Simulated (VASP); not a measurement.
# GdO4 (I-43m) in VASP: single point with PBE

Aim: the single point of GdO4 with PBE.

Everything below comes from runs of VASP 6.6.1. Logs are shortened: lines on timing, memory, paths and dates and some standing lists are left out, and cuts for length are marked.

### 1 The cell of the first run

Symmetry: I-43m, No. 217, cubic system. The conventional cell has a = 5.433 Å, b = 5.433 Å, c = 5.433 Å, α = 90.00°, β = 90.00°, γ = 90.00°. Gd (site symmetry -43m) has 4 O at 1.64 Å within 2.2 Å. Within 2.2 Å of O (site symmetry 3m) lie 1 Gd at 1.64 Å.

The cell was generated, and may not be a known phase.

### 2 Single point, PBE, collinear spin, ferromagnetic start

INCAR

```
SYSTEM = GdO4
ALGO = Normal ; EDIFF = 1E-6
ENCUT = 520 ; GGA = PE
ISIF = 2 ; ISMEAR = 0
ISPIN = 2 ; LASPH = .TRUE.
LCHARG = .FALSE. ; LMAXMIX = 6
LORBIT = 11 ; LREAL = .FALSE.
LWAVE = .FALSE. ; MAGMOM = 7 0 0 0 0
NBANDS = 33 ; NELM = 150
PREC = Accurate ; SIGMA = 0.1
```

KPOINTS

```
k-points
0
G
  4 4 4
  0 0 0
```

POSCAR

```
GdO4
1.0
   -2.7165991200      2.7165991200      2.7165991200
    2.7165991200     -2.7165991200      2.7165991200
    2.7165991200      2.7165991200     -2.7165991200
Gd O
1 4
Direct
    0.0000000000      0.0000000000      0.0000000000
    0.3495999900      0.3495999900      0.3495999900
    0.6504000100      0.0000000000      0.0000000000
    0.0000000000      0.0000000000      0.6504000100
    0.0000000000      0.6504000100      0.0000000000
```

Potentials or basis: VASP PAW PBE potentials, release 64 (Gd, O).

Run with:

```bash
$ cat potpaw_PBE.64/Gd/POTCAR potpaw_PBE.64/O/POTCAR > POTCAR
$ mpirun -np 1 vasp_std > vasp.out
```

OUTCAR:

```text
SYSTEM = GdO4
   EDIFF = 1E-6
   ENCUT = 520
   GGA = PE
   ISIF = 2
   ISMEAR = 0
   ISPIN = 2
   LASPH = .TRUE.
   LORBIT = 11
   LREAL = .FALSE.
   NELM = 150
   PREC = Accurate

 ion  position               nearest neighbor table
   1  0.000  0.000  0.000-   2 1.64   3 1.64   4 1.64   5 1.64
   2  0.350  0.350  0.350-   1 1.64
   3  0.650  0.000  0.000-   1 1.64
   4  0.000  0.000  0.650-   1 1.64
   5  0.000  0.650  0.000-   1 1.64

  LATTYP: Found a body centered cubic cell.
 ALAT       =     5.4331982400

  Lattice vectors:

 A1 = (  -2.7165991200,   2.7165991200,   2.7165991200)
 A2 = (   2.7165991200,  -2.7165991200,   2.7165991200)
 A3 = (   2.7165991200,   2.7165991200,  -2.7165991200)

Analysis of symmetry for initial positions (statically):
=====================================================================
 Subroutine PRICEL returns:
 Original cell was already a primitive cell.

 Routine SETGRP: Setting up the symmetry group for a
 body centered cubic supercell.

 Subroutine GETGRP returns: Found 24 space group operations
 (whereof 24 operations were pure point group operations)
 out of a pool of 48 trial point group operations.

The static configuration has the point symmetry T_d .

Analysis of symmetry for dynamics (positions and initial velocities):
=====================================================================
 Subroutine PRICEL returns:
 Original cell was already a primitive cell.

 Routine SETGRP: Setting up the symmetry group for a
 body centered cubic supercell.

 Subroutine GETGRP returns: Found 24 space group operations
 (whereof 24 operations were pure point group operations)
 out of a pool of 48 trial point group operations.

The dynamic configuration has the point symmetry T_d .

Analysis of structural, dynamic, and magnetic symmetry:
=====================================================================
 Subroutine PRICEL returns:
 Original cell was already a primitive cell.

 Routine SETGRP: Setting up the symmetry group for a
 body centered cubic supercell.

 Subroutine GETGRP returns: Found 24 space group operations
 (whereof 24 operations were pure point group operations)
 out of a pool of 48 trial point group operations.

The overall configuration has the point symmetry T_d .

 Subroutine INISYM returns: Found 24 space group operations
 (whereof 24 operations are pure point group operations),
 and found     1 'primitive' translations

----------------------------------------------------------------------------------------

                                     Primitive cell

  volume of cell :      80.1930

  direct lattice vectors                    reciprocal lattice vectors
    -2.716599120  2.716599120  2.716599120     0.000000000  0.184053656  0.184053656
     2.716599120 -2.716599120  2.716599120     0.184053656  0.000000000  0.184053656
     2.716599120  2.716599120 -2.716599120     0.184053656  0.184053656  0.000000000

  length of vectors
     4.705287700  4.705287700  4.705287700     0.260291177  0.260291177  0.260291177

  position of ions in fractional coordinates (direct lattice)
     0.000000000  0.000000000  0.000000000
     0.349599990  0.349599990  0.349599990
     0.650400010  0.000000000  0.000000000
     0.000000000  0.000000000  0.650400010
     0.000000000  0.650400010  0.000000000

  ion indices of the primitive-cell ions
   primitive index   ion index
                 1           1
                 2           2
                 3           3
                 4           4
                 5           5

----------------------------------------------------------------------------------------

 KPOINTS: k-points

Automatic generation of k-mesh.
 Grid dimensions read from file:
 generate k-points for:    4    4    4

 Generating k-lattice:

  Cartesian coordinates                     Fractional coordinates (reciprocal lattice)
     0.000000000  0.046013414  0.046013414     0.250000000  0.000000000  0.000000000
     0.046013414  0.000000000  0.046013414     0.000000000  0.250000000  0.000000000
     0.046013414  0.046013414  0.000000000     0.000000000  0.000000000  0.250000000

  Length of vectors
     0.065072794  0.065072794  0.065072794

  Shift w.r.t. Gamma in fractional coordinates (k-lattice)
     0.000000000  0.000000000  0.000000000

 Subroutine IBZKPT returns following result:
 ===========================================

 Found      8 irreducible k-points:

 Following reciprocal coordinates:
            Coordinates               Weight
  0.000000  0.000000  0.000000      1.000000
  0.250000  0.000000  0.000000     12.000000
  0.500000  0.000000  0.000000      6.000000
  0.250000  0.250000  0.000000     24.000000
  0.250000  0.250000  0.250000      2.000000
 -0.250000  0.250000  0.250000      6.000000
  0.500000  0.500000  0.250000     12.000000
  0.500000  0.500000  0.500000      1.000000
   k-points           NKPTS =      8   k-points in BZ     NKDIM =      8   number of bands    NBANDS=     33
   number of dos      NEDOS =    301   number of ions     NIONS =      5
   total plane-waves  NPLWV =  46656
   dimension x,y,z NGX =    36 NGY =   36 NGZ =   36
   dimension x,y,z NGXF=    72 NGYF=   72 NGZF=   72
   ions per type =               1   4
   NGX,Y,Z   is equivalent  to a cutoff of  12.72, 12.72, 12.72 a.u.
   NGXF,Y,Z  is equivalent  to a cutoff of  25.44, 25.44, 25.44 a.u.
 SYSTEM =  GdO4
   PREC   = accura    normal or accurate (medium, high low for compatibility)
   ISTART =      0    job   : 0-new  1-cont  2-samecut
   ICHARG =      2    charge: 1-file 2-atom 10-const
   ISPIN  =      2    spin polarized calculation?
   LNONCOLLINEAR =      F non collinear calculations
   LSORBIT =      F    spin-orbit coupling
   LASPH  =      T    aspherical Exc in radial PAW
   ENCUT  =  520.0 eV  38.22 Ry    6.18 a.u.   8.75  8.75  8.75*2*pi/ulx,y,z
   NELM   =    150;   NELMIN=  2; NELMDL= -5     # of ELM steps
   EDIFF  = 0.1E-05   stopping-criterion for ELM
   LREAL  =      F    real-space projection
[... 7 lines left out ...]
   TEBEG  =    0.0;   TEEND  =   0.0 temperature during run
   PSTRESS=    0.0 pullay stress
   NELECT =      42.0000    total number of electrons
   NUPDOWN=      -1.0000    fix difference up-down
   EMIN   =  10.00;   EMAX   =-10.00  energy-range for DOS
   EFERMI =   0.00;   METHOD = LEGACY
   ISMEAR =     0;   SIGMA  =   0.10  broadening in eV -4-tet -1-fermi 0-gaus
   EFERMI_NEDOS =   21; number of points for ismear=-14 and -15
   IALGO  =     38    algorithm
   IMIX   =      4    mixing-type and parameters
     AMIX     =   0.40;   BMIX     =  1.00
     AMIX_MAG =   1.60;   BMIX_MAG =  1.00
  volume/ion in A,a.u.               =      16.04       108.23
  Fermi-wavevector in a.u.,A,eV,Ry     =   1.319610  2.493702 23.692797  1.741371
  Thomas-Fermi vector in A             =   2.449496
   LORBIT       =     11    0 simple, 1 ext, 2 COOP (PROOUT), +10 PAW based schemes
   GGA     = PE    functional components
   LHFCALC =     F    Hartree Fock is set to
   AEXX    =    0.0000 exact exchange contribution
   IVDW    =     0    specifies the selected vdW correction
   LEPSILON=     F    determine dielectric tensor
   LRPA    =     F    only Hartree local field effects (RPA)
 spin polarized calculation
 Gauss-broadening in eV      SIGMA  =   0.10
  energy-cutoff  :      520.00
  volume of cell :       80.19
 maximum number of plane-waves:      2214
 NGX is ok and might be reduce to    36
   NGX = 17   NGY = 17   NGZ = 17

 number of electron      42.0000001 magnetization       0.6595488

 number of electron      42.0000004 magnetization      -0.0241830

 Free energy of the ion-electron system (eV)
  ---------------------------------------------------
  ext. energy  EPLUGINS =         0.00000000
  ---------------------------------------------------
  free energy    TOTEN  =       -20.99848113 eV

  energy without entropy =      -20.91888217  energy(sigma->0) =      -20.95868165

 E-fermi :  -0.5988     XC(G=0):  -8.7255

 val. band max:       -0.6039734966   @ k =  -0.2500   0.2500   0.2500
 cond. band min:      -0.5953392689   @ k =   0.5000   0.5000   0.2500
 fundamental gap:      0.0086342277
 Fermi energy:        -0.5988159711

 spin component 1

 k-point     1 :       0.0000    0.0000    0.0000
  band No.  band energies     occupation
      1     -42.9080      1.00000
      2     -24.9787      1.00000
      3     -24.9787      1.00000
      4     -24.9786      1.00000
      5     -18.0250      1.00000
      6     -14.6682      1.00000
[... 25 lines left out ...]
     32      10.5326      0.00000
     33      10.5335      0.00000
[... 220 lines left out ...]
      2     -25.0999      1.00000
      3     -25.0999      1.00000
      4     -25.0999      1.00000
      5     -17.3917      1.00000
      6     -14.2597      1.00000
[... 25 lines left out ...]
     32      10.6445      0.00000
     33      11.3322      0.00000
 Fermi energy:        -0.5988159711

 spin component 2

 k-point     1 :       0.0000    0.0000    0.0000
  band No.  band energies     occupation
      1     -42.9265      1.00000
      2     -24.9794      1.00000
      3     -24.9794      1.00000
      4     -24.9794      1.00000
      5     -18.0133      1.00000
      6     -14.6656      1.00000
[... 25 lines left out ...]
     32      10.5340      0.00000
     33      10.5340      0.00000
[... 221 lines left out ...]
      3     -25.1003      1.00000
      4     -25.1002      1.00000
      5     -17.3807      1.00000
      6     -14.2583      1.00000
[... 25 lines left out ...]
     32      10.6493      0.00000
     33      11.3445      0.00000

------------------------ aborting loop because EDIFF is reached ----------------------------------------

  FORCE on cell =-STRESS in cart. coord.  units (eV):
  Direction    XX          YY          ZZ          XY          YZ          ZX
  --------------------------------------------------------------------------------------
  -------------------------------------------------------------------------------------
  Total       20.2266465     20.2266465     20.2266465      0.0000000     -0.0000000      0.0000000
  in kB      404.1083361    404.1083361    404.1083361      0.0000000     -0.0000000      0.0000000
  external PRESSURE =     404.1083361 kB  Pullay stress =       0.0000000 kB

 VOLUME and BASIS-vectors are now :
 -----------------------------------------------------------------------------
  energy-cutoff  :      520.00
  volume of cell :       80.19
      direct lattice vectors                 reciprocal lattice vectors
    -2.716599120  2.716599120  2.716599120     0.000000000  0.184053656  0.184053656
     2.716599120 -2.716599120  2.716599120     0.184053656  0.000000000  0.184053656
     2.716599120  2.716599120 -2.716599120     0.184053656  0.184053656  0.000000000

 POSITION                                       TOTAL-FORCE (eV/Angst)
 -----------------------------------------------------------------------------------
      0.00000      0.00000      0.00000        -0.000000      0.000000     -0.000000
      0.94972      0.94972      0.94972         5.898709      5.898709      5.898709
     -1.76688      1.76688      1.76688         5.898709     -5.898709     -5.898709
      1.76688      1.76688     -1.76688        -5.898709     -5.898709      5.898709
      1.76688     -1.76688      1.76688        -5.898709      5.898709     -5.898709
 -----------------------------------------------------------------------------------
    total drift:                               -0.000101     -0.000101     -0.000101

  FREE ENERGIE OF THE ION-ELECTRON SYSTEM (eV)
  ---------------------------------------------------
  free  energy   TOTEN  =       -20.9984811342 eV

  energy  without entropy=      -20.9188821678  energy(sigma->0) =      -20.95868165

 total charge

# of ion       s       p       d       f       tot
--------------------------------------------------
    1        2.102   5.642   1.962   7.588  17.295
    2        1.641   3.344   0.000   0.000   4.985
    3        1.641   3.344   0.000   0.000   4.985
    4        1.641   3.344   0.000   0.000   4.985
    5        1.641   3.344   0.000   0.000   4.985
--------------------------------------------------
tot          8.667  19.016   1.962   7.588  37.234

 magnetization (x)

# of ion       s       p       d       f       tot
--------------------------------------------------
    1        0.000   0.003  -0.004  -0.180  -0.181
    2        0.000   0.007   0.000   0.000   0.007
    3        0.000   0.007   0.000   0.000   0.007
    4        0.000   0.007   0.000   0.000   0.007
    5        0.000   0.007   0.000   0.000   0.007
--------------------------------------------------
tot          0.000   0.032  -0.004  -0.180  -0.152
```

It took 5.1 min on 1 thread of Intel Xeon Platinum 8375C at 2.90GHz (Ice Lake), shared host; peak memory 0.27 GiB.

Results:

```
Free energy                                           : -20.9985 eV
Pressure                                              : 40.4 GPa
Largest force                                         : 10.217 eV/Å
Band gap on the k mesh                                : zero (filled and empty bands overlap)
Net moment                                            : -0.02 μB per cell
Site moments                                          : Gd -0.18; O +0.01 μB
Valence electrons inside the program's atomic spheres : Gd 17.30; O 4.99
```

Forces on the atoms (eV/Å):
```
Gd   0.000  0.000  0.000
O    5.899  5.899  5.899
O    5.899 -5.899 -5.899
O   -5.899 -5.899  5.899
O   -5.899  5.899 -5.899
```

Levels at points of the mesh, in eV from the Fermi level:
Spin up:
```csv
k point,band 17,band 18,band 19,band 20,band 21,band 22,band 23,band 24
"(0.00, 0.00, 0.00)",-4.19,-0.81,-0.81,-0.81,0.14,0.14,0.14,0.25
"(0.50, 0.00, 0.00)",-3.62,-1.00,-0.68,-0.53,-0.09,-0.05,0.16,0.28
"(0.50, 0.50, 0.50)",-3.45,-0.59,-0.59,-0.59,0.03,0.03,0.03,0.18
```
Spin down:
| k point | band 17 | band 18 | band 19 | band 20 | band 21 | band 22 | band 23 | band 24 |
| --- | --- | --- | --- | --- | --- | --- | --- | --- |
| (0.00, 0.00, 0.00) | -4.19 | -0.82 | -0.82 | -0.82 | 0.04 | 0.04 | 0.04 | 0.24 |
| (0.50, 0.00, 0.00) | -3.64 | -1.01 | -0.70 | -0.57 | -0.10 | -0.06 | 0.08 | 0.22 |
| (0.50, 0.50, 0.50) | -3.48 | -0.62 | -0.62 | -0.62 | 0.03 | 0.03 | 0.03 | 0.16 |

Caveat: the k points lie up to 0.41 Å⁻¹ apart; spin-orbit coupling is left out, which moves the levels of the heavy elements; semilocal functionals describe open f shells poorly, which spoils levels, moments and volumes; forces of over 1 eV/Å act on the atoms, so gaps and moduli don't describe the material at rest.
